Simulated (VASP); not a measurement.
Crystal: BeH2.

```xyz
3
Lattice="0.0000 1.9749 1.9749 1.9749 0.0000 1.9749 1.9749 1.9749 0.0000" Properties=species:S:1:pos:R:3 pbc="T T T"
Be    0.0000    0.0000    0.0000
H     0.9875    0.9875    0.9875
H     2.9624    2.9624    2.9624
```

Base run:

| Item | Value |
| --- | --- |
| Program | VASP 6.6.1 |
| Functional | PBEsol |
| Potentials or basis | VASP PAW PBE potentials, release 64 (Be, H) |
| Cutoff | 520 eV |
| k mesh | 8 × 8 × 8 |
| Occupations | fermi-dirac, width 0.02 eV |
| Spin | no spin polarisation |

Its results: band gap on the k mesh zero (bands 2 and 3 overlap by 5.10 eV); pressure -1.1 GPa.

Question: The run is repeated on the same cell with these changes: functional from PBEsol to HSE06; k mesh from 8 × 8 × 8 to 6 × 6 × 6. What comes out?

Answer: Band gap on the k mesh zero (bands 2 and 3 overlap by 5.14 eV); pressure -1.7 GPa.

Several settings changed at once.

Caveats: some runs use coarse meshes; the PAW data sets were made with another functional, which shifts forces and pressure a little.
